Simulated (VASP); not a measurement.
# WSe2 in VASP: vibrations by perturbation theory with LDA

Aim: the vibrations by perturbation theory of WSe2 with LDA.

All numbers are computed with VASP 6.6.1; they aren't measurements. Logs are shortened: lines on timing, memory, paths and dates and some standing lists are left out, and cuts for length are marked.

### 1 The cell of the first run

The cell holds a slab with vacuum, 3 atoms: a = 3.318 Å, b = 3.318 Å, c = 16.658 Å, α = 90.00°, β = 90.00°, γ = 120.00°.

### 2 Vibrations by perturbation theory, LDA

INCAR

```
SYSTEM = WSe2
  ALGO = Normal
  EDIFF = 1E-8
  ENCUT = 520
  IBRION = 8
  ISIF = 2
  ISMEAR = 0
  LASPH = .TRUE.
  LCHARG = .TRUE.
  LREAL = .FALSE.
  LWAVE = .FALSE.
  NBANDS = 20
  NELM = 80
  NSW = 1
  PREC = Accurate
  SIGMA = 0.05
```

KPOINTS

```
k-points
0
G
  12 12 2
  0 0 0
```

POSCAR

```
WSe2
1.0
    3.3179375931      0.0000000000      0.0000000000
   -1.6589687966      2.8734182438      0.0000000000
    0.0000000000      0.0000000000     16.6581424200
W Se
1 2
Direct
    0.0000000000      0.0000000000      0.0000000000
    0.3333333333      0.6666666667      0.0997865200
    0.3333333333      0.6666666667      0.9002134800
```

Potentials or basis: VASP PAW LDA potentials, release 64 (W_sv, Se).

Launch:

```console
cat potpaw_LDA.64/W_sv/POTCAR potpaw_LDA.64/Se/POTCAR > POTCAR
mpirun -np 1 vasp_std > vasp.out
```

OUTCAR:

```text
SYSTEM = WSe2
   EDIFF = 1E-8
   ENCUT = 520
   IBRION = 8
   ISIF = 2
   ISMEAR = 0
   LASPH = .TRUE.
   LREAL = .FALSE.
   NELM = 80
   NSW = 1
   PREC = Accurate

 ion  position               nearest neighbor table
   1  0.000  0.000  0.000-   2 2.54   3 2.54   2 2.54   3 2.54   2 2.54   3 2.54
   2  0.333  0.667  0.100-   1 2.54   1 2.54   1 2.54
   3  0.333  0.667  0.900-   1 2.54   1 2.54   1 2.54

  LATTYP: Found a hexagonal cell.
 ALAT       =     3.3179375931
 C/A-ratio  =     5.0206316281

  Lattice vectors:

 A1 = (   3.3179375931,   0.0000000000,   0.0000000000)
 A2 = (  -1.6589687966,   2.8734182438,   0.0000000000)
 A3 = (   0.0000000000,   0.0000000000,  16.6581424200)

Analysis of symmetry for initial positions (statically):
=====================================================================
 Subroutine PRICEL returns:
 Original cell was already a primitive cell.

 Routine SETGRP: Setting up the symmetry group for a
 hexagonal supercell.

 Subroutine GETGRP returns: Found 12 space group operations
 (whereof 12 operations were pure point group operations)
 out of a pool of 24 trial point group operations.

The static configuration has the point symmetry D_3h.

Analysis of symmetry for dynamics (positions and initial velocities):
=====================================================================
 Subroutine PRICEL returns:
 Original cell was already a primitive cell.

 Routine SETGRP: Setting up the symmetry group for a
 hexagonal supercell.

 Subroutine GETGRP returns: Found 12 space group operations
 (whereof 12 operations were pure point group operations)
 out of a pool of 24 trial point group operations.

The dynamic configuration has the point symmetry D_3h.

 Subroutine INISYM returns: Found 12 space group operations
 (whereof 12 operations are pure point group operations),
 and found     1 'primitive' translations

----------------------------------------------------------------------------------------

                                     Primitive cell

  volume of cell :     158.8158

  direct lattice vectors                    reciprocal lattice vectors
     3.317937593  0.000000000  0.000000000     0.301392046  0.174008779  0.000000000
    -1.658968797  2.873418244  0.000000000     0.000000000  0.348017558  0.000000000
     0.000000000  0.000000000 16.658142420     0.000000000  0.000000000  0.060030703

  length of vectors
     3.317937593  3.317937593 16.658142420     0.348017558  0.348017558  0.060030703

  position of ions in fractional coordinates (direct lattice)
     0.000000000  0.000000000  0.000000000
     0.333333333  0.666666667  0.099786520
     0.333333333  0.666666667  0.900213480

  ion indices of the primitive-cell ions
   primitive index   ion index
                 1           1
                 2           2
                 3           3

----------------------------------------------------------------------------------------

 KPOINTS: k-points

Automatic generation of k-mesh.
 Grid dimensions read from file:
 generate k-points for:   12   12    2

 Generating k-lattice:

[... 90 lines left out ...]
   LEPSILON=     F    determine dielectric tensor
   LRPA    =     F    only Hartree local field effects (RPA)
 non-spin polarized calculation
 Gauss-broadening in eV      SIGMA  =   0.05
  energy-cutoff  :      520.00
  volume of cell :      158.82
 maximum number of plane-waves:      4302
 NGX is ok and might be reduce to    28
   NGX = 13   NGY = 13   NGZ = 61

--------------------------------------- Ionic step        1  -------------------------------------------

 number of electron      25.9999998 magnetization

 Free energy of the ion-electron system (eV)
  ---------------------------------------------------
  ext. energy  EPLUGINS =         0.00000000
  ---------------------------------------------------
  free energy    TOTEN  =       -24.08346209 eV

  energy without entropy =      -24.08346209  energy(sigma->0) =      -24.08346209

 E-fermi :  -0.6610     XC(G=0):  -4.8634

 val. band max:       -1.0815258830   @ k =   0.3333   0.3333   0.0000
 cond. band min:       0.4344797886   @ k =   0.3333   0.3333   0.5000
 fundamental gap:      1.5160056716
 Fermi energy:        -0.6610102924

 k-point     1 :       0.0000    0.0000    0.0000
  band No.  band energies     occupation
      1     -74.6602      2.00000
      2     -39.1504      2.00000
      3     -39.0374      2.00000
      4     -39.0374      2.00000
      5     -15.7786      2.00000
      6     -14.4950      2.00000
[... 541 lines left out ...]
     19       5.6020      0.00000
     20       5.6486      0.00000

 [... further k-points ...]

------------------------ aborting loop because EDIFF is reached ----------------------------------------

  FORCE on cell =-STRESS in cart. coord.  units (eV):
  Direction    XX          YY          ZZ          XY          YZ          ZX
  --------------------------------------------------------------------------------------
  -------------------------------------------------------------------------------------
  Total       -2.1510403     -2.1510403     -1.1064736      0.0000000      0.0000000     -0.0000000
  in kB      -21.7002879    -21.7002879    -11.1624114      0.0000000      0.0000000     -0.0000000
  external PRESSURE =     -18.1876624 kB  Pullay stress =       0.0000000 kB

 VOLUME and BASIS-vectors are now :
 -----------------------------------------------------------------------------
  energy-cutoff  :      520.00
  volume of cell :      158.82
      direct lattice vectors                 reciprocal lattice vectors
     3.317937593  0.000000000  0.000000000     0.301392046  0.174008779  0.000000000
    -1.658968797  2.873418244  0.000000000     0.000000000  0.348017558  0.000000000
     0.000000000  0.000000000 16.658142420     0.000000000  0.000000000  0.060030703

 POSITION                                       TOTAL-FORCE (eV/Angst)
 -----------------------------------------------------------------------------------
      0.00000      0.00000      0.00000         0.000000      0.000000      0.000000
     -0.00000      1.91561      1.66226         0.000000      0.000000     -0.329256
     -0.00000      1.91561     14.99588        -0.000000     -0.000000      0.329256
 -----------------------------------------------------------------------------------
    total drift:                                0.000000     -0.000000     -0.000000

  FREE ENERGIE OF THE ION-ELECTRON SYSTEM (eV)
  ---------------------------------------------------
  free  energy   TOTEN  =       -24.0834620884 eV

  energy  without entropy=      -24.0834620884  energy(sigma->0) =      -24.08346209

[... ionic steps 2 to 3 ...]

--------------------------------------- Ionic step        4  -------------------------------------------

------------------------ aborting loop because EDIFF is reached ----------------------------------------
[... 11 lines left out ...]
[... ionic steps 8 to 8 ...]

--------------------------------------- Ionic step        9  -------------------------------------------

 Free energy of the ion-electron system (eV)
  ---------------------------------------------------
  ---------------------------------------------------
  free energy    TOTEN  =        -0.12406317 eV

  energy without entropy =       -0.12406317

------------------------ aborting loop because EDIFF is reached ----------------------------------------

 INTERNAL STRAIN TENSOR  FOR ION    2  DIRECTION 3   (eV/Angst):
 -----------------------------------------------------------------------------
   -10.48515  0.00000  0.00000
     0.00000-10.48515 -0.00000
     0.00000 -0.00000-28.97856

 INTERNAL STRAIN TENSOR FOR ION    3 for displacements in x,y,z  (eV/Angst):
          X           Y           Z          XY          YZ          ZX
  --------------------------------------------------------------------------------
  x    -0.00000     0.00000     0.00000     3.19291    -0.00000    13.08255
  y     3.19291    -3.19291    -0.00000     0.00000    13.97487    -0.00000
  z    10.48515    10.48515    28.97856    -0.00000    -0.00000     0.00000

 SECOND DERIVATIVES (NOT SYMMETRIZED)
 ------------------------------------
               1X          1Y          1Z          2X          2Y          2Z          3X          3Y          3Z
  1X   -17.999841    0.000000    0.000000    8.999920   -0.000000   -0.000000    8.999920   -0.000000    0.000000
  1Y     0.000000  -17.999841    0.000000   -0.000000    8.999920   -0.000000   -0.000000    8.999920    0.000000
  1Z     0.000000   -0.000000  -28.002467    0.000000    0.000000   14.001234   -0.000000   -0.000000   14.001234
  2X     8.993678   -0.000000    0.000000   -8.655298    0.000000    0.000000   -0.338380    0.000000   -0.000000
  2Y    -0.000000    8.993678   -0.000000    0.000000   -8.655298    0.000000    0.000000   -0.338380    0.000000
  2Z     0.000000    0.000000   14.005077    0.000000   -0.000000  -15.619549    0.000000    0.000000    1.614472
  3X     8.993678   -0.000000   -0.000000   -0.338380    0.000000    0.000000   -8.655298    0.000000    0.000000
  3Y    -0.000000    8.993678   -0.000000    0.000000   -0.338380   -0.000000    0.000000   -8.655298    0.000000
  3Z    -0.000000   -0.000000   14.005077   -0.000000    0.000000    1.614472   -0.000000   -0.000000  -15.619549

 Eigenvectors and eigenvalues of the dynamical matrix
 ----------------------------------------------------

   1 f  =    8.976303 THz    56.399777 2PiTHz  299.417249 cm-1    37.122991 meV
             X         Y         Z           dx          dy          dz
      0.000000  0.000000  0.000000    -0.000000    0.000000   -0.679704
     -0.000000  1.915612  1.662258     0.000000    0.000000    0.518654
     -0.000000  1.915612 14.995884     0.000000   -0.000000    0.518654
[... 43 lines left out ...]
   9 f/i=    0.001244 THz     0.007819 2PiTHz    0.041508 cm-1     0.005146 meV
             X         Y         Z           dx          dy          dz
      0.000000  0.000000  0.000000    -0.607911    0.410131    0.000000
     -0.000000  1.915612  1.662258    -0.398531    0.268871    0.000000
     -0.000000  1.915612 14.995884    -0.398531    0.268871    0.000000

--------------------------------------------------------------------------------------------------------

 ELASTIC MODULI CONTR FROM IONIC RELAXATION (kBar)
 Direction    XX          YY          ZZ          XY          YZ          ZX
 --------------------------------------------------------------------------------
 XX        -149.4172   -108.0012   -355.7229      0.0000     -0.0000     -0.0000
 YY        -108.0012   -149.4172   -355.7229      0.0000      0.0000     -0.0000
 ZZ        -355.7229   -355.7229   -983.1369      0.0000      0.0000     -0.0000
 XY           0.0000      0.0000      0.0000    -20.7080     -0.0000      0.0000
 YZ          -0.0000      0.0000      0.0000     -0.0000   -473.7836      0.0000
 ZX          -0.0000     -0.0000     -0.0000      0.0000      0.0000   -415.2116
 --------------------------------------------------------------------------------
```

It took 20 min on 1 thread of AMD EPYC 9R45 (Zen 5), shared host; peak memory 1 GiB.

What came out:

```
Highest phonon frequency at Γ, LO-TO splitting left out : 299 cm⁻¹
```

Phonon frequencies in cm⁻¹ (negative: imaginary):
```
              q point                    frequencies
(0.000, 0.000, 0.000)  0 0 0 169 169 240 240 244 299
```

Caveat: the cell stands under pressure or tension, which shifts response properties; spin-orbit coupling is left out, which moves the levels of the heavy elements.
